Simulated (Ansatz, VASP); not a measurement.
# Two plane-wave programs on S

POSCAR

```
S
1.0
    4.4186788847      0.0000000000      0.0000000000
   -2.2093394424      3.8266881653      0.0000000000
    0.0000000000      0.0000000000      5.0131391094
S
3
Direct
    0.2254000000      0.0000000000      0.3333333333
    0.0000000000      0.2254000000      0.6666666667
    0.7746000000      0.7746000000      0.0000000000
```

File INCAR.step1:

```
SYSTEM = S
ALGO = Normal
EDIFF = 1E-4
ENCUT = 520
GGA = PE
ISMEAR = 0
LASPH = .True.
LCHARG = .False.
LREAL = .False.
LWAVE = .True.
NBANDS = 16
NELM = 100
PREC = Accurate
SIGMA = 0.1
```

The input INCAR.step2:

```
SYSTEM = S
ALGO = Normal
EDIFF = 1E-6
ENCUT = 520
ISIF = 2
ISMEAR = 0
ISTART = 1
LASPH = .True.
LCHARG = .False.
LMIXTAU = .True.
LREAL = .False.
LWAVE = .False.
METAGGA = R2SCAN
NBANDS = 16
NELM = 100
PREC = Accurate
SIGMA = 0.1
```

Contents of KPOINTS:

```
k-points
0
Gamma
  6 6 4
  0 0 0
```

Input for Ansatz:

```yaml
crystal:
  lattice:
    - [4.4186788847, 0.0, 0.0]
    - [-2.2093394424, 3.8266881653, 0.0]
    - [0.0, 0.0, 5.0131391094]
  atoms:
    - { symbol: S, position: [0.2254, 0.0, 0.3333333333] }
    - { symbol: S, position: [0.0, 0.2254, 0.6666666667] }
    - { symbol: S, position: [0.7746, 0.7746, 0.0] }
basis:
  ecutwfc: 500
kpoints:
  mp_grid: { grid: [6, 6, 4] }
hamiltonian:
  xc: r2scan
scf:
  occupations: { method: gaussian, width: 0.1 }
  lower_state_search: "off"
output:
  forces: true
  stress: true
  eigenvalues: true
```

Alike in both runs: task single point; functional r2SCAN; k mesh 6 × 6 × 4; occupations gaussian, width 0.1 eV; no spin polarisation.

|  | VASP | Ansatz |
| --- | --- | --- |
| version | VASP 6.6.1 | Ansatz 0.2.0 |
| potentials or method | VASP PAW PBE potentials, release 64 (S), cutoff 520 eV | scalar-relativistic, plane waves, PAW |
| valence electrons in the cell | 18 | 18 |

Ansatz gave:

| Item | Value |
| --- | --- |
| gap on the k mesh at the Fermi level (eV) | 1.16 |
| least direct gap on the mesh (eV) | 1.33 |
| pressure (GPa) | -12.1 |
| traceless stress, the component that is largest in VASP (GPa) | -4.96 |
| rms of the force components (eV/Å) | 1.613 |

**Question.** Estimate VASP's values.

**Answer.** gap on the k mesh at the Fermi level (eV): 1.18; least direct gap on the mesh (eV): 1.34; pressure (GPa): -12.3; traceless stress, the component that is largest in VASP (GPa): -5.04; rms of the force components (eV/Å): 1.640.

VASP's potentials were made for PBE, not for r2SCAN. Atom by atom the forces differ by 0.027 eV/Å (rms over components). The functional is the same, so the differences come from potentials, cutoffs and numerics.
